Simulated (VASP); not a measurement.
# Nb (I4/mmm) in VASP: relaxation of cell and atoms with PBEsol

Aim: the relaxation of cell and atoms of Nb with PBEsol.

Everything below comes from runs of VASP 6.6.1. Logs are shortened: lines on timing, memory, paths and dates and some standing lists are left out, and cuts for length are marked.

## Step 1: The cell of the first run

Symmetry: I4/mmm, No. 139, tetragonal system. Conventional cell: a = 2.727 Å, b = 2.727 Å, c = 4.790 Å, α = 90.00°, β = 90.00°, γ = 90.00°. Nb (site symmetry 4/mmm) has 12 Nb at 2.73 to 3.07 Å within 3.6 Å.

## Step 2: Relaxation of cell and atoms, PBEsol

Input file INCAR:

```
SYSTEM = Nb
ALGO     = Normal         ! electronic algorithm
EDIFF    = 1E-7           ! SCF threshold, eV
EDIFFG   = -0.01          ! ionic threshold
ENCUT    = 500            ! plane-wave cutoff, eV
GGA      = PS             ! functional
GGA_COMPAT= .False.      
IBRION   = 2              ! ionic algorithm
ISIF     = 3              ! what is computed and relaxed
ISMEAR   = 0              ! smearing method
LASPH    = .True.         ! aspherical terms in the spheres
LCHARG   = .False.        ! write CHGCAR
LREAL    = .False.        ! projectors in reciprocal space
LWAVE    = .False.        ! write WAVECAR
NELM     = 120            ! most SCF steps
NELMIN   = 4            
NSW      = 100            ! ionic steps
PREC     = Accurate       ! precision mode
SIGMA    = 0.1            ! smearing width, eV
```

Input file KPOINTS:

```
k-points
0
Gamma
  28 28 28
  0 0 0
```

Input file POSCAR:

```
Nb
1.0
   -1.3637225153      1.3637225153      2.3949242174
    1.3637225153     -1.3637225153      2.3949242174
    1.3637225153      1.3637225153     -2.3949242174
Nb
1
Direct
    0.0000000000      0.0000000000      0.0000000000
```

Potentials or basis: VASP PAW PBE potentials, release 64 (Nb_sv).

Started as:

```console
> cat potpaw_PBE.64/Nb_sv/POTCAR > POTCAR
> mpirun -np 1 vasp_std > vasp.out
```

OUTCAR:

```text
SYSTEM = Nb
   EDIFF = 1E-7
   EDIFFG = -0.01
   ENCUT = 500
   GGA = PS
   IBRION = 2
   ISIF = 3
   ISMEAR = 0
   LASPH = .True.
   LREAL = .False.
   NELM = 120
   NELMIN = 4
   NSW = 100
   PREC = Accurate

 ion  position               nearest neighbor table
   1  0.000  0.000  0.000-

  LATTYP: Found a body centered tetragonal cell.
 ALAT       =     2.7274450306
 C/A-ratio  =     1.7561668085

  Lattice vectors:

 A1 = (  -1.3637225153,   1.3637225153,   2.3949242174)
 A2 = (   1.3637225153,  -1.3637225153,   2.3949242174)
 A3 = (   1.3637225153,   1.3637225153,  -2.3949242174)

Analysis of symmetry for initial positions (statically):
=====================================================================
 Subroutine PRICEL returns:
 Original cell was already a primitive cell.

 Routine SETGRP: Setting up the symmetry group for a
 body centered tetragonal supercell.

 Subroutine GETGRP returns: Found 16 space group operations
 (whereof 16 operations were pure point group operations)
 out of a pool of 16 trial point group operations.

The static configuration has the point symmetry D_4h.

Analysis of symmetry for dynamics (positions and initial velocities):
=====================================================================
 Subroutine PRICEL returns:
 Original cell was already a primitive cell.

 Routine SETGRP: Setting up the symmetry group for a
 body centered tetragonal supercell.

 Subroutine GETGRP returns: Found 16 space group operations
 (whereof 16 operations were pure point group operations)
 out of a pool of 16 trial point group operations.

The dynamic configuration has the point symmetry D_4h.

 Subroutine INISYM returns: Found 16 space group operations
 (whereof 16 operations are pure point group operations),
 and found     1 'primitive' translations

----------------------------------------------------------------------------------------

                                     Primitive cell

  volume of cell :      17.8157

  direct lattice vectors                    reciprocal lattice vectors
    -1.363722515  1.363722515  2.394924217     0.000000000  0.366643503  0.208774873
     1.363722515 -1.363722515  2.394924217     0.366643503  0.000000000  0.208774873
     1.363722515  1.363722515 -2.394924217     0.366643503  0.366643503  0.000000000

  length of vectors
     3.074921170  3.074921170  3.074921170     0.421917535  0.421917535  0.518512214

  position of ions in fractional coordinates (direct lattice)
     0.000000000  0.000000000  0.000000000

  ion indices of the primitive-cell ions
   primitive index   ion index
                 1           1

----------------------------------------------------------------------------------------

 KPOINTS: k-points

Automatic generation of k-mesh.
 Grid dimensions read from file:
 generate k-points for:   28   28   28

 Generating k-lattice:

  Cartesian coordinates                     Fractional coordinates (reciprocal lattice)
     0.000000000  0.013094411  0.007456245     0.035714286 -0.000000000  0.000000000
     0.013094411  0.000000000  0.007456245    -0.000000000  0.035714286  0.000000000
     0.013094411  0.013094411  0.000000000     0.000000000  0.000000000  0.035714286

  Length of vectors
     0.015068483  0.015068483  0.018518293

  Shift w.r.t. Gamma in fractional coordinates (k-lattice)
     0.000000000  0.000000000  0.000000000

 Subroutine IBZKPT returns following result:
 ===========================================

 Found   1639 irreducible k-points:

 Following reciprocal coordinates:
            Coordinates               Weight
  0.000000  0.000000  0.000000      1.000000
  0.035714  0.000000  0.000000      8.000000
  0.071429  0.000000  0.000000      8.000000
  0.107143  0.000000  0.000000      8.000000
  0.142857  0.000000 -0.000000      8.000000
  0.178571  0.000000  0.000000      8.000000
[... 16 lines left out ...]
  0.285714  0.035714  0.000000     16.000000
  0.321429  0.035714 -0.000000     16.000000
 [... further k-points ...]
   k-points           NKPTS =   1639   k-points in BZ     NKDIM =   1639   number of bands    NBANDS=     10
   number of dos      NEDOS =    301   number of ions     NIONS =      1
   total plane-waves  NPLWV =  13824
   dimension x,y,z NGX =    24 NGY =   24 NGZ =   24
   dimension x,y,z NGXF=    48 NGYF=   48 NGZF=   48
   ions per type =               1
   NGX,Y,Z   is equivalent  to a cutoff of  12.98, 12.98, 12.98 a.u.
   NGXF,Y,Z  is equivalent  to a cutoff of  25.95, 25.95, 25.95 a.u.
 SYSTEM =  Nb
   PREC   = accura    normal or accurate (medium, high low for compatibility)
   ISTART =      0    job   : 0-new  1-cont  2-samecut
   ICHARG =      2    charge: 1-file 2-atom 10-const
   ISPIN  =      1    spin polarized calculation?
   LNONCOLLINEAR =      F non collinear calculations
   LSORBIT =      F    spin-orbit coupling
   LASPH  =      T    aspherical Exc in radial PAW
   ENCUT  =  500.0 eV  36.75 Ry    6.06 a.u.   5.61  5.61  5.61*2*pi/ulx,y,z
   NELM   =    120;   NELMIN=  4; NELMDL= -5     # of ELM steps
   EDIFF  = 0.1E-06   stopping-criterion for ELM
   LREAL  =      F    real-space projection
   EDIFFG = -.1E-01   stopping-criterion for IOM
   NSW    =    100    number of steps for IOM
   IBRION =      2    ionic relax: 0-MD 1-quasi-New 2-CG
   NFREE  =      1    steps in history (QN), initial steepest desc. (CG)
   ISIF   =      3    stress and relaxation
   ISYM   =      2    0-nonsym 1-usesym 2-fastsym
   POTIM  = 0.5000    time-step for ionic-motion
   TEBEG  =    0.0;   TEEND  =   0.0 temperature during run
   PSTRESS=    0.0 pullay stress
   NELECT =      13.0000    total number of electrons
   NUPDOWN=      -1.0000    fix difference up-down
   EMIN   =  10.00;   EMAX   =-10.00  energy-range for DOS
   EFERMI =   0.00;   METHOD = LEGACY
   ISMEAR =     0;   SIGMA  =   0.10  broadening in eV -4-tet -1-fermi 0-gaus
   EFERMI_NEDOS =   21; number of points for ismear=-14 and -15
   IALGO  =     38    algorithm
   IMIX   =      4    mixing-type and parameters
     AMIX     =   0.40;   BMIX     =  1.00
     AMIX_MAG =   1.60;   BMIX_MAG =  1.00
  volume/ion in A,a.u.               =      17.82       120.23
  Fermi-wavevector in a.u.,A,eV,Ry     =   1.473855  2.785182 29.555226  2.172248
  Thomas-Fermi vector in A             =   2.588697
   LORBIT       =      0    0 simple, 1 ext, 2 COOP (PROOUT), +10 PAW based schemes
   GGA     = PS    functional components
   LHFCALC =     F    Hartree Fock is set to
   AEXX    =    0.0000 exact exchange contribution
   IVDW    =     0    specifies the selected vdW correction
   LEPSILON=     F    determine dielectric tensor
   LRPA    =     F    only Hartree local field effects (RPA)
 conjugate gradient relaxation of ions
 non-spin polarized calculation
 Gauss-broadening in eV      SIGMA  =   0.10
  energy-cutoff  :      500.00
  volume of cell :       17.82
 maximum number of plane-waves:       466
   NGX = 11   NGY = 11   NGZ = 11

--------------------------------------- Ionic step        1  -------------------------------------------

 number of electron      12.9999999 magnetization

 Free energy of the ion-electron system (eV)
  ---------------------------------------------------
  ext. energy  EPLUGINS =         0.00000000
  ---------------------------------------------------
  free energy    TOTEN  =       -10.79958791 eV

  energy without entropy =      -10.79431715  energy(sigma->0) =      -10.79695253

------------------------ aborting loop because EDIFF is reached ----------------------------------------

  FORCE on cell =-STRESS in cart. coord.  units (eV):
  Direction    XX          YY          ZZ          XY          YZ          ZX
  --------------------------------------------------------------------------------------
  -------------------------------------------------------------------------------------
  Total       -0.1588992     -0.1588992      0.2885488      0.0000000      0.0000000      0.0000000
  in kB      -14.2898791    -14.2898791     25.9493259      0.0000000      0.0000000      0.0000000
  external PRESSURE =      -0.8768108 kB  Pullay stress =       0.0000000 kB
[... 125 lines left out ...]
  energy  without entropy=      -10.7972575069  energy(sigma->0) =      -10.79985599

--------------------------------------- Ionic step        5  -------------------------------------------

 number of electron      12.9999999 magnetization

 Free energy of the ion-electron system (eV)
  ---------------------------------------------------
  ext. energy  EPLUGINS =         0.00000000
  ---------------------------------------------------
  free energy    TOTEN  =       -10.80252087 eV

  energy without entropy =      -10.79733038  energy(sigma->0) =      -10.79992562

 E-fermi :  11.3876     XC(G=0): -12.6706

 val. band max:       11.3870581648   @ k =   0.2857   0.2857   0.0357
 cond. band min:      11.3879297955   @ k =  -0.2143   0.3571   0.2143
 fundamental gap:      0.0008716306
 Fermi energy:        11.3876358641

 k-point     1 :       0.0000    0.0000    0.0000
  band No.  band energies     occupation
      1     -43.0912      2.00000
      2     -18.5532      2.00000
      3     -18.2261      2.00000
      4     -18.2261      2.00000
      5       5.2362      2.00000
      6       9.8737      2.00000
      7      11.8771      0.00000
      8      13.0271      0.00000
      9      13.0271      0.00000
     10      16.3714      0.00000
[... 287 lines left out ...]
 k-point    24 :       0.3214    0.0357   -0.0000
  band No.  band energies     occupation
      1     -42.8857      2.00000
      2     -19.4909      2.00000
      3     -18.7258      2.00000
      4     -18.2260      2.00000
      5       7.6038      2.00000
      6      10.3651      2.00000
      7      11.5660      0.01164
      8      13.4062      0.00000
      9      14.9085      0.00000
     10      15.5462      0.00000

 [... further k-points ...]

------------------------ aborting loop because EDIFF is reached ----------------------------------------

  FORCE on cell =-STRESS in cart. coord.  units (eV):
  Direction    XX          YY          ZZ          XY          YZ          ZX
  --------------------------------------------------------------------------------------
  -------------------------------------------------------------------------------------
  Total       -0.0000371     -0.0000371      0.0007773      0.0000000      0.0000000      0.0000000
  in kB       -0.0033401     -0.0033401      0.0699014      0.0000000      0.0000000      0.0000000
  external PRESSURE =       0.0210737 kB  Pullay stress =       0.0000000 kB
[... 16 lines left out ...]
  FREE ENERGIE OF THE ION-ELECTRON SYSTEM (eV)
  ---------------------------------------------------
  free  energy   TOTEN  =       -10.8025208660 eV

  energy  without entropy=      -10.7973303791  energy(sigma->0) =      -10.79992562

 reached required accuracy - stopping structural energy minimisation
```

It took 5.1 min on 1 thread of Intel Xeon 6975P-C (Granite Rapids), shared host; peak memory 0.42 GiB.

Results:

```yaml
Free_energy: -10.8025 eV
Energy_gained_by_relaxing: 2.9 meV/atom
Ionic_steps: 5
Pressure_after_relaxing: 0.0 GPa
Band_gap_on_the_k_mesh: zero (an odd number of electrons rules out a gap without spin polarisation)
```

The path:
| step | energy change (eV) | largest force (eV/Å) | pressure (GPa) | volume (Å³) |
| --- | --- | --- | --- | --- |
| 1 | 0.0000 | 0.0000 | -0.09 | 17.82 |
| 2 | -0.0029 | 0.0000 | 0.28 | 17.79 |
| 3 | -0.0029 | 0.0000 | 0.25 | 17.79 |
| 4 | -0.0029 | 0.0000 | -0.46 | 17.86 |
| 5 | -0.0029 | 0.0000 | 0.00 | 17.82 |

Final structure:
```
CELL_PARAMETERS angstrom
-1.35485 1.35485 2.42634
1.35485 -1.35485 2.42634
1.35485 1.35485 -2.42634
ATOMIC_POSITIONS crystal
Nb 0.00000 0.00000 0.00000
```

Caveat: the PAW data sets were made with another functional, which shifts forces and pressure a little.
